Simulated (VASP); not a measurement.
# La (P6_3/mmc) in VASP: single point with PBE

Aim: the single point of La with PBE.

Program: VASP 6.6.1. These are calculated values, not measurements. Logs are shortened: lines on timing, memory, paths and dates and some standing lists are left out, and cuts for length are marked.

### 1 The cell of the first run

It takes space group P6_3/mmc (No. 194, hexagonal). Conventional cell: a = 3.750 Å, b = 3.750 Å, c = 6.070 Å, α = 90.00°, β = 90.00°, γ = 120.00°. La (site symmetry -6m2) has 12 La at 3.73 to 3.75 Å within 4.9 Å.

### 2 Single point, PBE, non-collinear spin, zero start, spin-orbit coupling

File INCAR:

```
SYSTEM = La
PREC     = Accurate       ! precision mode
ENCUT    = 520            ! plane-wave cutoff, eV
EDIFF    = 1E-6           ! SCF threshold, eV
ISMEAR   = -1             ! smearing method
SIGMA    = 0.08           ! smearing width, eV
LREAL    = .FALSE.        ! projectors in reciprocal space
LASPH    = .TRUE.         ! aspherical terms in the spheres
NELM     = 150            ! most SCF steps
ALGO     = Normal         ! electronic algorithm
ISIF     = 2              ! what is computed and relaxed
LWAVE    = .FALSE.        ! write WAVECAR
LCHARG   = .TRUE.         ! write CHGCAR
MAGMOM   = 0 0 0 0 0 0    ! initial moments
LORBIT   = 11             ! projections on sites
LSORBIT  = .TRUE.         ! spin-orbit coupling
GGA_COMPAT= .FALSE.      
LORBMOM  = .TRUE.       
LMAXMIX  = 6              ! l up to which the mixer works
GGA      = PE             ! functional
LVHAR    = .TRUE.       
NBANDS   = 34             ! bands
```

File KPOINTS:

```
Automatic mesh
0
G
  11 11 6
  0 0 0
```

File POSCAR:

```
La
1.0
    3.7500020507      0.0000000000      0.0000000000
   -1.8750010253      3.2475970401      0.0000000000
    0.0000000000      0.0000000000      6.0700000000
La
2
Direct
    0.3333333333      0.6666666667      0.2500000000
    0.6666666667      0.3333333333      0.7500000000
```

Potentials or basis: VASP PAW PBE potentials, release 64 (La).

Started as:

```console
$ cat potpaw_PBE.64/La/POTCAR > POTCAR
$ mpirun -np 1 vasp_ncl > vasp.out
```

OUTCAR:

```text
SYSTEM = La
   PREC = Accurate
   ENCUT = 520
   EDIFF = 1E-6
   ISMEAR = -1
   LREAL = .FALSE.
   LASPH = .TRUE.
   NELM = 150
   ISIF = 2
   LORBIT = 11
   LSORBIT = .TRUE.
   GGA = PE

 ion  position               nearest neighbor table
   1  0.333  0.667  0.250-
   2  0.667  0.333  0.750-

  LATTYP: Found a hexagonal cell.
 ALAT       =     3.7500020507
 C/A-ratio  =     1.6186657815

  Lattice vectors:

 A1 = (   3.7500020507,   0.0000000000,   0.0000000000)
 A2 = (  -1.8750010253,   3.2475970401,   0.0000000000)
 A3 = (   0.0000000000,   0.0000000000,   6.0700000000)

Analysis of symmetry for initial positions (statically):
=====================================================================
 Subroutine PRICEL returns:
 Original cell was already a primitive cell.

 Routine SETGRP: Setting up the symmetry group for a
 hexagonal supercell.

 Subroutine GETGRP returns: Found 24 space group operations
 (whereof 12 operations were pure point group operations)
 out of a pool of 24 trial point group operations.

The static configuration has the point symmetry D_3d.
 The point group associated with its full space group is D_6h.

Analysis of symmetry for dynamics (positions and initial velocities):
=====================================================================
 Subroutine PRICEL returns:
 Original cell was already a primitive cell.

 Routine SETGRP: Setting up the symmetry group for a
 hexagonal supercell.

 Subroutine GETGRP returns: Found 24 space group operations
 (whereof 12 operations were pure point group operations)
 out of a pool of 24 trial point group operations.

The dynamic configuration has the point symmetry D_3d.
 The point group associated with its full space group is D_6h.

Analysis of structural, dynamic, and magnetic symmetry:
=====================================================================
 Subroutine PRICEL returns:
 Original cell was already a primitive cell.

 Routine SETGRP: Setting up the symmetry group for a
 hexagonal supercell.

 Subroutine GETGRP returns: Found 24 space group operations
 (whereof 12 operations were pure point group operations)
 out of a pool of 24 trial point group operations.

The overall configuration has the point symmetry D_3d.
 The point group associated with its full space group is D_6h.

 Subroutine INISYM returns: Found 24 space group operations
 (whereof 12 operations are pure point group operations),
 and found     1 'primitive' translations

----------------------------------------------------------------------------------------

                                     Primitive cell

  volume of cell :      73.9235

  direct lattice vectors                    reciprocal lattice vectors
     3.750002051  0.000000000  0.000000000     0.266666521  0.153959988  0.000000000
    -1.875001025  3.247597040  0.000000000     0.000000000  0.307919975  0.000000000
     0.000000000  0.000000000  6.070000000     0.000000000  0.000000000  0.164744646

  length of vectors
     3.750002051  3.750002051  6.070000000     0.307919975  0.307919975  0.164744646

  position of ions in fractional coordinates (direct lattice)
     0.333333333  0.666666667  0.250000000
     0.666666667  0.333333333  0.750000000

  ion indices of the primitive-cell ions
   primitive index   ion index
                 1           1
                 2           2

----------------------------------------------------------------------------------------

 KPOINTS: Automatic mesh

Automatic generation of k-mesh.
 Grid dimensions read from file:
 generate k-points for:   11   11    6

 Generating k-lattice:

  Cartesian coordinates                     Fractional coordinates (reciprocal lattice)
     0.024242411  0.013996363  0.000000000     0.090909091 -0.000000000  0.000000000
     0.000000000  0.027992725  0.000000000     0.000000000  0.090909091  0.000000000
     0.000000000  0.000000000  0.027457441     0.000000000  0.000000000  0.166666667

  Length of vectors
     0.027992725  0.027992725  0.027457441

  Shift w.r.t. Gamma in fractional coordinates (k-lattice)
     0.000000000  0.000000000  0.000000000

 Subroutine IBZKPT returns following result:
[... 62 lines left out ...]
   EMIN   =  10.00;   EMAX   =-10.00  energy-range for DOS
   EFERMI =   0.00;   METHOD = LEGACY
   ISMEAR =    -1;   SIGMA  =   0.08  broadening in eV -4-tet -1-fermi 0-gaus
   EFERMI_NEDOS =   21; number of points for ismear=-14 and -15
   IALGO  =     38    algorithm
   IMIX   =      4    mixing-type and parameters
     AMIX     =   0.40;   BMIX     =  1.00
     AMIX_MAG =   1.60;   BMIX_MAG =  1.00
  volume/ion in A,a.u.               =      36.96       249.43
  Fermi-wavevector in a.u.,A,eV,Ry     =   1.093004  2.065477 16.254295  1.194657
  Thomas-Fermi vector in A             =   2.229280
   LORBIT       =     11    0 simple, 1 ext, 2 COOP (PROOUT), +10 PAW based schemes
   GGA     = PE    functional components
   LHFCALC =     F    Hartree Fock is set to
   AEXX    =    0.0000 exact exchange contribution
   IVDW    =     0    specifies the selected vdW correction
   LEPSILON=     F    determine dielectric tensor
   LRPA    =     F    only Hartree local field effects (RPA)
  energy-cutoff  :      520.00
  volume of cell :       73.92
 maximum number of plane-waves:      4022
 NGX is ok and might be reduce to    28
   NGX = 13   NGY = 13   NGZ = 23

 number of electron      22.0000000 magnetization       0.0000000      0.0000000      0.0000000

 number of electron      21.9999997 magnetization      -0.0000000     -0.0000000     -0.0000000

 number of electron      21.9999997 magnetization       0.0000000      0.0000000     -0.0000000

 number of electron      21.9999997 magnetization      -0.0000000      0.0000000     -0.0000000

 Free energy of the ion-electron system (eV)
  ---------------------------------------------------
  ext. energy  EPLUGINS =         0.00000000
  ---------------------------------------------------
  free energy    TOTEN  =       -10.34606549 eV

  energy without entropy =      -10.26427462  energy(sigma->0) =      -10.30517005

 E-fermi :   7.8989     XC(G=0):  -9.5817

 val. band max:        7.8937511706   @ k =   0.1818   0.0909   0.0000
 cond. band min:       7.9002799518   @ k =   0.2727   0.2727   0.1667
 fundamental gap:      0.0065287811
 Fermi energy:         7.8989362350

 k-point     1 :       0.0000    0.0000    0.0000
  band No.  band energies     occupation
      1     -24.9443      1.00000
      2     -24.9443      1.00000
      3     -24.7380      1.00000
      4     -24.7380      1.00000
      5     -10.2635      1.00000
      6     -10.2635      1.00000
[... 877 lines left out ...]
     33       9.6740      0.00000
     34       9.7064      0.00000

 [... further k-points ...]
[... 5 lines left out ...]
  --------------------------------------------------------------------------------------
  -------------------------------------------------------------------------------------
  Total        0.2393563      0.2393563      0.1806500      0.0000000     -0.0000000     -0.0000000
  in kB        5.1876783      5.1876783      3.9153096      0.0000000     -0.0000000     -0.0000000
  external PRESSURE =       4.7635554 kB  Pullay stress =       0.0000000 kB

 VOLUME and BASIS-vectors are now :
 -----------------------------------------------------------------------------
  energy-cutoff  :      520.00
  volume of cell :       73.92
      direct lattice vectors                 reciprocal lattice vectors
     3.750002051  0.000000000  0.000000000     0.266666521  0.153959988  0.000000000
    -1.875001025  3.247597040  0.000000000     0.000000000  0.307919975  0.000000000
     0.000000000  0.000000000  6.070000000     0.000000000  0.000000000  0.164744646

 POSITION                                       TOTAL-FORCE (eV/Angst)
 -----------------------------------------------------------------------------------
     -0.00000      2.16506      1.51750         0.000000     -0.000000      0.000000
      1.87500      1.08253      4.55250         0.000000      0.000000      0.000000
 -----------------------------------------------------------------------------------
    total drift:                               -0.000000      0.000000     -0.000000

  FREE ENERGIE OF THE ION-ELECTRON SYSTEM (eV)
  ---------------------------------------------------
  free  energy   TOTEN  =       -10.3460654893 eV

  energy  without entropy=      -10.2642746151  energy(sigma->0) =      -10.30517005

 orbital moment (x)

 # of ion     p       d       f       tot
 ------------------------------------------------
  1         0.000   0.000  -0.000   0.000
  2         0.000  -0.000  -0.000  -0.000
 ------------------------------------------------
            0.000   0.000  -0.000   0.000

 orbital moment (y)

 # of ion     p       d       f       tot
 ------------------------------------------------
  1        -0.000  -0.000   0.000  -0.000
  2        -0.000  -0.000  -0.000  -0.000
 ------------------------------------------------
           -0.000  -0.000  -0.000  -0.000

 orbital moment (z)

 # of ion     p       d       f       tot
 ------------------------------------------------
  1         0.000   0.000   0.000   0.000
  2         0.000   0.000   0.000   0.000
 ------------------------------------------------
            0.000   0.000   0.000   0.000

 Spin-Orbit-Coupling matrix elements

 Ion:    1  E_soc:     -0.5989382
 l=   1
     0.0000000    -0.0986561    -0.0987593
    -0.0986561     0.0000000    -0.0986561
    -0.0987593    -0.0986561     0.0000000
 l=   2
     0.0000000    -0.0002042     0.0000000    -0.0002042    -0.0007579
    -0.0002042     0.0000000    -0.0005904    -0.0002261    -0.0002042
     0.0000000    -0.0005904     0.0000000    -0.0005904     0.0000000
    -0.0002042    -0.0002261    -0.0005904     0.0000000    -0.0002042
    -0.0007579    -0.0002042     0.0000000    -0.0002042     0.0000000
 l=   3
     0.0000000    -0.0000240     0.0000000     0.0000000     0.0000000    -0.0000240    -0.0000805
    -0.0000240     0.0000000    -0.0000217     0.0000000    -0.0000217    -0.0000538    -0.0000100
     0.0000000    -0.0000217     0.0000000    -0.0000613    -0.0000044    -0.0000217     0.0000000
     0.0000000     0.0000000    -0.0000613     0.0000000    -0.0000613     0.0000000     0.0000000
     0.0000000    -0.0000217    -0.0000044    -0.0000613     0.0000000    -0.0000217     0.0000000
    -0.0000240    -0.0000538    -0.0000217     0.0000000    -0.0000217     0.0000000    -0.0000100
    -0.0000805    -0.0000100     0.0000000     0.0000000     0.0000000    -0.0000100     0.0000000

 Ion:    2  E_soc:     -0.5989382
 l=   1
     0.0000000    -0.0986561    -0.0987593
    -0.0986561     0.0000000    -0.0986561
    -0.0987593    -0.0986561     0.0000000
 l=   2
     0.0000000    -0.0002042     0.0000000    -0.0002042    -0.0007579
    -0.0002042     0.0000000    -0.0005904    -0.0002261    -0.0002042
     0.0000000    -0.0005904     0.0000000    -0.0005904     0.0000000
    -0.0002042    -0.0002261    -0.0005904     0.0000000    -0.0002042
    -0.0007579    -0.0002042     0.0000000    -0.0002042     0.0000000
 l=   3
     0.0000000    -0.0000240     0.0000000     0.0000000     0.0000000    -0.0000240    -0.0000805
    -0.0000240     0.0000000    -0.0000217     0.0000000    -0.0000217    -0.0000538    -0.0000100
     0.0000000    -0.0000217     0.0000000    -0.0000613    -0.0000044    -0.0000217     0.0000000
     0.0000000     0.0000000    -0.0000613     0.0000000    -0.0000613     0.0000000     0.0000000
     0.0000000    -0.0000217    -0.0000044    -0.0000613     0.0000000    -0.0000217     0.0000000
    -0.0000240    -0.0000538    -0.0000217     0.0000000    -0.0000217     0.0000000    -0.0000100
    -0.0000805    -0.0000100     0.0000000     0.0000000     0.0000000    -0.0000100     0.0000000

 total charge

# of ion       s       p       d       f       tot
--------------------------------------------------
    1        2.068   5.556   0.887   0.086   8.597
    2        2.068   5.556   0.887   0.086   8.597
--------------------------------------------------
tot          4.136  11.112   1.774   0.172  17.194

 magnetization (x)

# of ion       s       p       d       f       tot
--------------------------------------------------
    1        0.000   0.000  -0.000   0.000  -0.000
    2        0.000   0.000  -0.000   0.000  -0.000
--------------------------------------------------
tot          0.000   0.000  -0.000   0.000  -0.000

 magnetization (y)

# of ion       s       p       d       f       tot
--------------------------------------------------
    1        0.000  -0.000  -0.000   0.000  -0.000
    2        0.000  -0.000  -0.000  -0.000  -0.000
--------------------------------------------------
tot          0.000  -0.000  -0.000  -0.000  -0.000

 magnetization (z)

# of ion       s       p       d       f       tot
--------------------------------------------------
    1        0.000   0.000   0.000   0.000   0.000
    2        0.000   0.000   0.000   0.000   0.000
--------------------------------------------------
tot          0.000   0.000   0.000   0.000   0.000
```

Run time: 8.7 min. Hardware: 1 thread of Intel Xeon Platinum 8488C (Sapphire Rapids), shared host; peak memory 0.49 GiB.

What came out:

```yaml
Free_energy: -10.3461 eV
Pressure: 0.5 GPa
Net_moment: 0.00 μB per cell
Valence_electrons_inside_the_program's_atomic_spheres: La 8.60
```

Moments on the atoms (μB; x, y, z):
```
La  0.00 0.00 0.00
La  0.00 0.00 0.00
```
